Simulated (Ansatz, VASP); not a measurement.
## AlGaN2 in VASP and in Ansatz

POSCAR

```
AlGaN2
1.0
    3.1879902044      0.0000000000      0.0000000000
    0.0000000000      3.1879902044      0.0000000000
    0.0000000000      0.0000000000      4.2911228018
Al Ga N
1 1 2
Direct
    0.5000000000      0.5000000000      0.5000000000
    0.0000000000      0.0000000000      0.0000000000
    0.5000000000      0.0000000000      0.7382648100
    0.0000000000      0.5000000000      0.2617351900
```

File INCAR.step1:

```
SYSTEM = AlGaN2
ALGO = Normal ; EDIFF = 1E-5
ENCUT = 1460 ; GGA = PE
GGA_COMPAT = .False. ; ISMEAR = 0
LASPH = .True. ; LCHARG = .False.
LREAL = .False. ; LWAVE = .True.
NBANDS = 21 ; NELM = 120
PREC = Accurate ; SIGMA = 0.05
```

Contents of INCAR.step2:

```
SYSTEM = AlGaN2
ALGO = Normal ; EDIFF = 1E-6
ENCUT = 1460 ; GGA_COMPAT = .False.
ISIF = 2 ; ISMEAR = 0
ISTART = 1 ; LASPH = .True.
LCHARG = .False. ; LMIXTAU = .True.
LREAL = .False. ; LWAVE = .False.
METAGGA = R2SCAN ; NBANDS = 21
NELM = 120 ; PREC = Accurate
SIGMA = 0.05
```

The input KPOINTS:

```
k-points
0
Gamma
  8 8 6
  0 0 0
```

Input for Ansatz:

```yaml
crystal:
  lattice:
    - [3.1879902044, 0.0, 0.0]
    - [0.0, 3.1879902044, 0.0]
    - [0.0, 0.0, 4.2911228018]
  atoms:
    - { symbol: Al, position: [0.5, 0.5, 0.5] }
    - { symbol: Ga, position: [0.0, 0.0, 0.0] }
    - { symbol: "N", position: [0.5, 0.0, 0.73826481] }
    - { symbol: "N", position: [0.0, 0.5, 0.26173519] }
basis:
  ecutwfc: 500
kpoints:
  mp_grid: { grid: [8, 8, 6] }
hamiltonian:
  xc: r2scan
scf:
  occupations: { method: gaussian, width: 0.05 }
output:
  forces: true
  stress: true
  eigenvalues: true
  write_density: true
  write_potential: true
  elf: true
  volumetric_format: npy
```

Change from the starting cell: strain +0.015 along x and y, -0.030 along z, atoms carried along.

Alike in both runs: task single point; functional r2SCAN; k mesh 8 × 8 × 6; occupations gaussian, width 0.05 eV; no spin polarisation.

|  | VASP | Ansatz |
| --- | --- | --- |
| version | VASP 6.6.1 | Ansatz 0.2.0 |
| potentials or method | VASP PAW PBE potentials, release 64 (Al, Ga_d, N_h), cutoff 1460 eV | scalar-relativistic, plane waves, PAW |
| valence electrons in the cell | 26 | 26 |

|  | VASP | Ansatz | Ansatz less VASP |
| --- | --- | --- | --- |
| gap on the k mesh at the Fermi level (eV) | 3.41 | 3.40 | -0.007 |
| least direct gap on the mesh (eV) | 3.41 | 3.40 | -0.007 |
| pressure (GPa) | -0.2 | -0.5 | -0.25 |
| traceless stress, the component that is largest in VASP (GPa) | 3.74 | 3.71 | -0.026 |
| rms of the force components (eV/Å) | 0.031 | 0.004 | -0.0270 |

VASP's potentials were made for PBE, not for r2SCAN. Atom by atom the forces differ by 0.036 eV/Å (rms over components).
